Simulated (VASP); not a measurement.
# AlNi (Cmmm) in VASP: notebook

The runs below take AlNi through single point, with PBE.

Everything below comes from runs of VASP 6.6.1. Logs are shortened: lines on timing, memory, paths and dates and some standing lists are left out, and cuts for length are marked.

## 1. The cell of the first run

The structure is orthorhombic, space group Cmmm (No. 65). Conventional cell: a = 4.010 Å, b = 4.173 Å, c = 2.893 Å, α = 90.00°, β = 90.00°, γ = 90.00°. Within 3.3 Å of Al (site symmetry mmm) lie 8 Ni at 2.47 to 2.54 Å and 6 Al at 2.89 Å. Ni (site symmetry mmm) has 8 Al at 2.47 to 2.54 Å and 6 Ni at 2.89 Å within 3.3 Å.

## 2. Single point, PBE (strain -0.0400 x Voigt [0, 0, 0, 0, 1, 0])

Contents of INCAR:

```
SYSTEM = AlNi
  PREC = Accurate
  ENCUT = 520
  EDIFF = 1E-6
  ISMEAR = 0
  SIGMA = 0.15
  LREAL = .FALSE.
  LASPH = .TRUE.
  NELM = 60
  ALGO = Fast
  ISIF = 2
  LWAVE = .FALSE.
  LCHARG = .TRUE.
  GGA = PE
  LELF = .TRUE.
  LVHAR = .TRUE.
  NBANDS = 14
```

Contents of KPOINTS:

```
regular mesh
0
G
  20 20 20
  0 0 0
```

Contents of POSCAR:

```
AlNi
1.0
    2.8930835326      0.0000000000     -0.0578616707
    0.0000000000      2.8930835326      0.0000000000
   -0.0578616707      0.0000000000      2.8930835326
Al Ni
1 1
Direct
    0.0000000000      0.0000000000      0.0000000000
    0.5000000000      0.5000000000      0.5000000000
```

Potentials or basis: VASP PAW PBE potentials, release 64 (Al, Ni).

Launch:

```console
$ cat potpaw_PBE.64/Al/POTCAR potpaw_PBE.64/Ni/POTCAR > POTCAR
$ mpirun -np 1 vasp_std > vasp.out
```

OUTCAR:

```text
SYSTEM = AlNi
   PREC = Accurate
   ENCUT = 520
   EDIFF = 1E-6
   ISMEAR = 0
   LREAL = .FALSE.
   LASPH = .TRUE.
   NELM = 60
   ISIF = 2
   GGA = PE

 ion  position               nearest neighbor table
   1  0.000  0.000  0.000-   2 2.47   2 2.47   2 2.47   2 2.47   2 2.54   2 2.54   2 2.54   2 2.54

   2  0.500  0.500  0.500-   1 2.47   1 2.47   1 2.47   1 2.47   1 2.54   1 2.54   1 2.54   1 2.54

  LATTYP: Found a base centered orthorhombic cell.
 ALAT       =     4.0096092094
 B/A-ratio  =     1.0408163266
 C/A-ratio  =     0.7215375318

  Lattice vectors:

 A1 = (  -0.0578616707,   0.0000000000,   2.8930835326)
 A2 = (   2.8930835326,   0.0000000000,  -0.0578616707)
 A3 = (   0.0000000000,   2.8930835326,   0.0000000000)

Analysis of symmetry for initial positions (statically):
=====================================================================
 Subroutine PRICEL returns:
 Original cell was already a primitive cell.

 Routine SETGRP: Setting up the symmetry group for a
 base centered orthorhombic supercell.

 Subroutine GETGRP returns: Found  8 space group operations
 (whereof  8 operations were pure point group operations)
 out of a pool of  8 trial point group operations.

The static configuration has the point symmetry D_2h.

Analysis of symmetry for dynamics (positions and initial velocities):
=====================================================================
 Subroutine PRICEL returns:
 Original cell was already a primitive cell.

 Routine SETGRP: Setting up the symmetry group for a
 base centered orthorhombic supercell.

 Subroutine GETGRP returns: Found  8 space group operations
 (whereof  8 operations were pure point group operations)
 out of a pool of  8 trial point group operations.

The dynamic configuration has the point symmetry D_2h.

 Subroutine INISYM returns: Found  8 space group operations
 (whereof  8 operations are pure point group operations),
 and found     1 'primitive' translations

----------------------------------------------------------------------------------------

                                     Primitive cell

  volume of cell :      24.2052

  direct lattice vectors                    reciprocal lattice vectors
     2.893083533  0.000000000 -0.057861671     0.345790278  0.000000000  0.006915806
     0.000000000  2.893083533  0.000000000     0.000000000  0.345651962  0.000000000
    -0.057861671  0.000000000  2.893083533     0.006915806  0.000000000  0.345790278

  length of vectors
     2.893662091  2.893083533  2.893662091     0.345859430  0.345651962  0.345859430

  position of ions in fractional coordinates (direct lattice)
     0.000000000  0.000000000  0.000000000
     0.500000000  0.500000000  0.500000000

  ion indices of the primitive-cell ions
   primitive index   ion index
                 1           1
                 2           2

----------------------------------------------------------------------------------------

 KPOINTS: regular mesh

Automatic generation of k-mesh.
 Grid dimensions read from file:
 generate k-points for:   20   20   20

 Generating k-lattice:

  Cartesian coordinates                     Fractional coordinates (reciprocal lattice)
     0.017289514  0.000000000  0.000345790     0.050000000  0.000000000 -0.000000000
     0.000000000  0.017282598  0.000000000     0.000000000  0.050000000  0.000000000
     0.000345790  0.000000000  0.017289514    -0.000000000  0.000000000  0.050000000

  Length of vectors
     0.017292971  0.017282598  0.017292971

  Shift w.r.t. Gamma in fractional coordinates (k-lattice)
     0.000000000  0.000000000  0.000000000

 Subroutine IBZKPT returns following result:
 ===========================================

 Found   1221 irreducible k-points:

 Following reciprocal coordinates:
            Coordinates               Weight
  0.000000  0.000000  0.000000      1.000000
  0.050000  0.000000  0.000000      4.000000
  0.100000  0.000000 -0.000000      4.000000
  0.150000  0.000000  0.000000      4.000000
  0.200000  0.000000 -0.000000      4.000000
[... 44 lines left out ...]

 E-fermi :   9.8640     XC(G=0): -11.9893

 val. band max:        9.8630359171   @ k =   0.5000   0.3000   0.5000
 cond. band min:       9.8645342653   @ k =   0.3000   0.4500   0.3000
 fundamental gap:      0.0014983482
 Fermi energy:         9.8640481257

 k-point     1 :       0.0000    0.0000    0.0000
  band No.  band energies     occupation
      1      -1.1826      2.00000
      2       6.6945      2.00000
      3       6.7033      2.00000
      4       8.2965      2.00000
      5       8.3420      2.00000
      6       8.3971      2.00000
      7      15.1939      0.00000
      8      15.3098      0.00000
      9      15.4684      0.00000
     10      17.9574      0.00000
     11      17.9674      0.00000
     12      23.3948      0.00000
     13      30.5106      0.00000
     14      30.6892      0.00000

 k-point     2 :       0.0500    0.0000    0.0000
  band No.  band energies     occupation
      1      -1.1369      2.00000
      2       6.6966      2.00000
      3       6.7087      2.00000
      4       8.2864      2.00000
      5       8.3223      2.00000
      6       8.3893      2.00000
      7      14.7622      0.00000
      8      15.3705      0.00000
      9      15.4154      0.00000
     10      17.9636      0.00000
     11      18.4625      0.00000
     12      23.5556      0.00000
     13      29.7691      0.00000
     14      30.0628      0.00000

 k-point     3 :       0.1000    0.0000   -0.0000
  band No.  band energies     occupation
      1      -1.0000      2.00000
      2       6.6826      2.00000
      3       6.7388      2.00000
      4       8.2469      2.00000
      5       8.2664      2.00000
      6       8.3781      2.00000
      7      13.7255      0.00000
      8      15.5496      0.00000
      9      15.5718      0.00000
     10      17.9751      0.00000
     11      19.3583      0.00000
     12      24.0604      0.00000
     13      28.5892      0.00000
     14      28.9123      0.00000
[... 324 lines left out ...]
 k-point    23 :       0.0000    0.1000    0.0000
  band No.  band energies     occupation
      1      -1.0002      2.00000
      2       6.6766      2.00000
      3       6.7451      2.00000
      4       8.2164      2.00000
      5       8.3239      2.00000
      6       8.3503      2.00000
      7      13.7168      0.00000
      8      15.4385      0.00000
      9      15.7024      0.00000
     10      17.9804      0.00000
     11      19.3482      0.00000
     12      24.0552      0.00000
     13      28.8672      0.00000
     14      28.9624      0.00000

 k-point    24 :       0.0500    0.1000    0.0000
  band No.  band energies     occupation
      1      -0.9548      2.00000
      2       6.6857      2.00000
      3       6.7457      2.00000
      4       8.2047      2.00000
      5       8.3128      2.00000
      6       8.3337      2.00000
      7      13.7511      0.00000
      8      15.0181      0.00000
      9      15.6511      0.00000
     10      18.3312      0.00000
     11      19.5405      0.00000
     12      24.1838      0.00000
     13      28.2629      0.00000
     14      28.9379      0.00000

 [... further k-points ...]
[... 5 lines left out ...]
  --------------------------------------------------------------------------------------
  -------------------------------------------------------------------------------------
  Total        0.0091703      0.0242159      0.0091703      0.0000000      0.0000000      0.7002523
  in kB        0.6069979      1.6028863      0.6069979      0.0000000      0.0000000     46.3506651
  external PRESSURE =       0.9389607 kB  Pullay stress =       0.0000000 kB

 VOLUME and BASIS-vectors are now :
 -----------------------------------------------------------------------------
  energy-cutoff  :      520.00
  volume of cell :       24.21
      direct lattice vectors                 reciprocal lattice vectors
     2.893083533  0.000000000 -0.057861671     0.345790278  0.000000000  0.006915806
     0.000000000  2.893083533  0.000000000     0.000000000  0.345651962  0.000000000
    -0.057861671  0.000000000  2.893083533     0.006915806  0.000000000  0.345790278

 POSITION                                       TOTAL-FORCE (eV/Angst)
 -----------------------------------------------------------------------------------
      0.00000      0.00000      0.00000         0.000000      0.000000      0.000000
      1.41761      1.44654      1.41761        -0.000000      0.000000      0.000000
 -----------------------------------------------------------------------------------
    total drift:                                0.000000      0.000000     -0.000000

  FREE ENERGIE OF THE ION-ELECTRON SYSTEM (eV)
  ---------------------------------------------------
  free  energy   TOTEN  =       -10.5290439383 eV

  energy  without entropy=      -10.5193005921  energy(sigma->0) =      -10.52417227
```

It took 8.2 min on 1 thread of Intel Xeon 8259CL, shared host; peak memory 0.51 GiB.

What came out:

```yaml
Free_energy: -10.5290 eV
Pressure: 0.1 GPa
Band_gap_on_the_k_mesh: zero (an odd number of electrons rules out a gap without spin polarisation)
```

Levels at points of the mesh, in eV from the Fermi level:
| k point | band 4 | band 5 | band 6 | band 7 | band 8 | band 9 | band 10 | band 11 |
| --- | --- | --- | --- | --- | --- | --- | --- | --- |
| (0.00, 0.00, 0.00) | -1.57 | -1.52 | -1.47 | 5.33 | 5.45 | 5.60 | 8.09 | 8.10 |
| (0.50, 0.00, 0.00) | -2.21 | -2.20 | -1.43 | -0.64 | 8.18 | 9.96 | 10.03 | 10.68 |
| (0.00, 0.50, 0.00) | -2.28 | -2.13 | -1.43 | -0.64 | 8.28 | 9.85 | 10.11 | 10.77 |
| (0.50, 0.50, 0.00) | -2.85 | -2.04 | -2.03 | -1.00 | 1.46 | 2.42 | 12.00 | 14.84 |
| (0.50, 0.00, 0.50) | -2.56 | -2.06 | -2.01 | -1.00 | 1.40 | 2.51 | 12.10 | 14.79 |
| (0.50, 0.50, 0.50) | -0.97 | -0.97 | 1.76 | 1.92 | 2.30 | 3.69 | 4.17 | 4.35 |

Caveat: the cell differs from its parent crystal (strain -0.0400 x Voigt [0, 0, 0, 0, 1, 0]).

## 3. Single point, PBE (strain +0.0300 x Voigt [0, 0, 0, 0, 1, 0])

Contents of INCAR:

```
SYSTEM = AlNi
PREC = Accurate
ENCUT = 520
EDIFF = 1E-6
ISMEAR = 0
SIGMA = 0.15
LREAL = .False.
LASPH = .True.
NELM = 100
ALGO = Fast
ISIF = 2
LWAVE = .False.
LCHARG = .False.
GGA = PE
NBANDS = 14
```

Contents of KPOINTS:

```
Automatic mesh
0
Gamma
  20 20 20
  0 0 0
```

Contents of POSCAR:

```
AlNi
1.0
    2.8930835326      0.0000000000      0.0433962530
    0.0000000000      2.8930835326      0.0000000000
    0.0433962530      0.0000000000      2.8930835326
Al Ni
1 1
Direct
    0.0000000000      0.0000000000      0.0000000000
    0.5000000000      0.5000000000      0.5000000000
```

Potentials or basis: VASP PAW PBE potentials, release 64 (Al, Ni).

Launch:

```console
$ cat potpaw_PBE.64/Al/POTCAR potpaw_PBE.64/Ni/POTCAR > POTCAR
$ mpirun -np 1 vasp_std > vasp.out
```

Run time: 9.7 min. Hardware: 1 thread of Intel Xeon 8259CL, shared host; peak memory 0.51 GiB.

It converged, with:

- Free energy: -10.5352 eV
- Pressure: 0.0 GPa
- Band gap on the k mesh: zero (an odd number of electrons rules out a gap without spin polarisation)

Stress tensor (GPa, compression positive):
```
-0.05  0.00 -3.47
 0.00  0.01  0.00
-3.47  0.00 -0.05
```

Levels at points of the mesh, in eV from the Fermi level:
```
           k point  band 3  band 4  band 5  band 6  band 7  band 8  band 9  band 10  band 11  band 12
(0.00, 0.00, 0.00)   -3.16   -1.55   -1.52   -1.48    5.36    5.45    5.56     8.09     8.10    13.53
(0.50, 0.00, 0.00)   -2.70   -2.21   -2.20   -1.43   -0.64    8.21    9.96    10.00    10.71    10.77
(0.00, 0.50, 0.00)   -2.70   -2.26   -2.15   -1.43   -0.64    8.28    9.87    10.07    10.77    10.78
(0.50, 0.50, 0.00)   -2.85   -2.85   -2.04   -2.03   -1.00    1.46    2.41    12.06    14.92    15.01
(0.50, 0.00, 0.50)   -3.05   -2.63   -2.05   -2.02   -1.00    1.42    2.47    12.12    14.86    15.00
(0.50, 0.50, 0.50)   -4.00   -0.97   -0.97    1.82    1.96    2.23    3.65     4.23     4.37     4.57
```

Caveat: the cell differs from its parent crystal (strain +0.0300 x Voigt [0, 0, 0, 0, 1, 0]).

## 4. Single point, PBE (strain -0.0200 x Voigt [0, 0, 0, 0, 1, 0])

Contents of INCAR:

```
PREC = Accurate ; ENCUT = 520
EDIFF = 1E-6 ; ISMEAR = 0
SIGMA = 0.15 ; LREAL = F
LASPH = T ; NELM = 100
ALGO = Fast ; ISIF = 2
LWAVE = F ; LCHARG = T
GGA = PE ; LELF = T
LVHAR = T ; NBANDS = 14
```

Contents of KPOINTS:

```
regular mesh
0
Gamma
  20 20 20
```

Contents of POSCAR:

```
AlNi
1.0
    2.8930835326      0.0000000000     -0.0289308353
    0.0000000000      2.8930835326      0.0000000000
   -0.0289308353      0.0000000000      2.8930835326
Al Ni
1 1
Direct
    0.0000000000      0.0000000000      0.0000000000
    0.5000000000      0.5000000000      0.5000000000
```

Launch:

```console
$ cat potpaw_PBE.64/Al/POTCAR potpaw_PBE.64/Ni/POTCAR > POTCAR
$ mpirun -np 1 vasp_std > vasp.out
```

Run time: 7.7 min. Hardware: 1 thread of Intel Xeon 8259CL, shared host; peak memory 0.51 GiB.

Results (log left out):

* Free energy: -10.5395 eV
* Pressure: -0.1 GPa
* Band gap on the k mesh: zero (an odd number of electrons rules out a gap without spin polarisation)

Stress tensor (GPa, compression positive):
```
-0.14  0.00  2.31
 0.00 -0.11  0.00
 2.31  0.00 -0.14
```

Levels at points of the mesh, in eV from the Fermi level:
| k point | band 5 | band 6 | band 7 | band 8 | band 9 | band 10 |
| --- | --- | --- | --- | --- | --- | --- |
| (0.00, 0.00, 0.00) | -1.51 | -1.49 | 5.38 | 5.45 | 5.52 | 8.09 |
| (0.50, 0.00, 0.00) | -2.20 | -1.43 | -0.63 | 8.24 | 9.96 | 9.98 |
| (0.00, 0.50, 0.00) | -2.17 | -1.43 | -0.64 | 8.27 | 9.90 | 10.03 |
| (0.50, 0.50, 0.00) | -2.03 | -2.03 | -0.99 | 1.46 | 2.41 | 12.10 |
| (0.50, 0.00, 0.50) | -2.05 | -2.02 | -1.00 | 1.45 | 2.44 | 12.13 |
| (0.50, 0.50, 0.50) | -0.97 | 1.89 | 1.99 | 2.16 | 3.61 | 4.28 |

Caveat: the cell differs from its parent crystal (strain -0.0200 x Voigt [0, 0, 0, 0, 1, 0]).

## 5. Single point, PBE (strain +0.0100 x Voigt [0, 0, 0, 0, 1, 0])

Contents of INCAR:

```
SYSTEM = AlNi
PREC     = Accurate       ! precision mode
ENCUT    = 520            ! plane-wave cutoff, eV
EDIFF    = 1E-6           ! SCF threshold, eV
ISMEAR   = 0              ! smearing method
SIGMA    = 0.15           ! smearing width, eV
LREAL    = .FALSE.        ! projectors in reciprocal space
LASPH    = .TRUE.         ! aspherical terms in the spheres
NELM     = 100            ! most SCF steps
ALGO     = Fast           ! electronic algorithm
ISIF     = 2              ! what is computed and relaxed
LWAVE    = .FALSE.        ! write WAVECAR
LCHARG   = .TRUE.         ! write CHGCAR
GGA      = PE             ! functional
LELF     = .TRUE.         ! ELF
LVHAR    = .TRUE.       
NBANDS   = 14             ! bands
```

Contents of KPOINTS:

```
regular mesh
0
G
  20 20 20
  0 0 0
```

Contents of POSCAR:

```
AlNi
1.0
    2.8930835326      0.0000000000      0.0144654177
    0.0000000000      2.8930835326      0.0000000000
    0.0144654177      0.0000000000      2.8930835326
Al Ni
1 1
Direct
    0.0000000000      0.0000000000      0.0000000000
    0.5000000000      0.5000000000      0.5000000000
```

Launch:

```console
$ cat potpaw_PBE.64/Al/POTCAR potpaw_PBE.64/Ni/POTCAR > POTCAR
$ mpirun -np 1 vasp_std > vasp.out
```

Run time: 9.8 min. Hardware: 1 thread of Intel Xeon 8259CL, shared host; peak memory 0.51 GiB.

It converged, with:

```
Free energy            : -10.5421 eV
Pressure               : -0.1 GPa
Band gap on the k mesh : zero (an odd number of electrons rules out a gap without spin polarisation)
```

Stress tensor (GPa, compression positive):
```
-0.10  0.00 -1.15
 0.00 -0.09  0.00
-1.15  0.00 -0.10
```

Levels at points of the mesh, in eV from the Fermi level:
```
           k point  band 3  band 4  band 5  band 6  band 7  band 8  band 9  band 10  band 11  band 12
(0.00, 0.00, 0.00)   -3.16   -1.52   -1.51   -1.50    5.42    5.45    5.48     8.09     8.09    13.52
(0.50, 0.00, 0.00)   -2.70   -2.20   -2.20   -1.43   -0.63    8.26    9.96     9.97    10.76    10.76
(0.00, 0.50, 0.00)   -2.70   -2.22   -2.18   -1.43   -0.63    8.27    9.93    10.00    10.76    10.77
(0.50, 0.50, 0.00)   -2.85   -2.85   -2.03   -2.03   -0.99    1.46    2.41    12.13    15.02    15.03
(0.50, 0.00, 0.50)   -2.92   -2.78   -2.04   -2.03   -0.99    1.46    2.42    12.13    14.97    15.10
(0.50, 0.50, 0.50)   -4.02   -0.97   -0.97    1.95    2.01    2.09    3.59     4.34     4.39     4.45
```

Caveat: the cell differs from its parent crystal (strain +0.0100 x Voigt [0, 0, 0, 0, 1, 0]).

## 6. Single point, PBE (strain +0.0350 x Voigt [0, 0, 0, 0, 1, 0])

Contents of INCAR:

```
PREC = Accurate
ENCUT = 520
EDIFF = 1E-6
ISMEAR = 0
SIGMA = 0.15
LREAL = False
LASPH = True
NELM = 100
ALGO = Fast
ISIF = 2
LWAVE = False
LCHARG = False
GGA = PE
NBANDS = 14
```

Contents of KPOINTS:

```
regular mesh
0
Gamma
  20 20 20
```

Contents of POSCAR:

```
AlNi
1.0
    2.8930835326      0.0000000000      0.0506289618
    0.0000000000      2.8930835326      0.0000000000
    0.0506289618      0.0000000000      2.8930835326
Al Ni
1 1
Direct
    0.0000000000      0.0000000000      0.0000000000
    0.5000000000      0.5000000000      0.5000000000
```

Potentials or basis: VASP PAW PBE potentials, release 64 (Al, Ni).

Launch:

```console
$ cat potpaw_PBE.64/Al/POTCAR potpaw_PBE.64/Ni/POTCAR > POTCAR
$ mpirun -np 1 vasp_std > vasp.out
```

Wall time 9 min (1 thread of Intel Xeon 8259CL, shared host); peak memory 0.51 GiB.

It converged, with:

```
Free energy            : -10.5323 eV
Pressure               : 0.0 GPa
Band gap on the k mesh : zero (an odd number of electrons rules out a gap without spin polarisation)
```

Stress tensor (GPa, compression positive):
```
 0.00  0.00 -4.05
 0.00  0.08  0.00
-4.05  0.00  0.00
```

Levels at points of the mesh, in eV from the Fermi level:
```tsv
k point	band 4	band 5	band 6	band 7	band 8	band 9	band 10	band 11
(0.00, 0.00, 0.00)	-1.56	-1.52	-1.47	5.34	5.45	5.58	8.09	8.10
(0.50, 0.00, 0.00)	-2.21	-2.20	-1.43	-0.64	8.20	9.96	10.01	10.70
(0.00, 0.50, 0.00)	-2.27	-2.14	-1.43	-0.64	8.28	9.86	10.09	10.77
(0.50, 0.50, 0.00)	-2.85	-2.04	-2.03	-1.00	1.46	2.41	12.03	14.88
(0.50, 0.00, 0.50)	-2.60	-2.06	-2.02	-1.00	1.41	2.49	12.11	14.82
(0.50, 0.50, 0.50)	-0.97	-0.97	1.79	1.94	2.26	3.67	4.20	4.36
```

Caveat: the cell differs from its parent crystal (strain +0.0350 x Voigt [0, 0, 0, 0, 1, 0]). Spin polarisation is off, so any magnetic state and its effect on volume and gap are missing.

## 7. The runs side by side

| cell | gap on the mesh (eV) | pressure (GPa) |
| --- | --- | --- |
| a = 2.894 Å, angles 90.0, 92.3, 90.0°, 2 atoms | none | 0.1 |
| a = 2.893 Å, angles 90.0, 88.3, 90.0°, 2 atoms | none | 0.0 |
| a = 2.893 Å, angles 90.0, 91.1, 90.0°, 2 atoms | none | -0.1 |
| a = 2.893 Å, angles 90.0, 89.4, 90.0°, 2 atoms | none | -0.1 |
| a = 2.894 Å, angles 90.0, 88.0, 90.0°, 2 atoms | none | 0.0 |

Alike in all rows: task single point; level PBE; potentials or basis VASP PAW PBE potentials, release 64 (Al, Ni); no spin polarisation; k mesh 20 × 20 × 20; cutoff (eV) 520; smearing gaussian 0.15 eV.

Absolute energies hang on the potentials; compare differences alone.
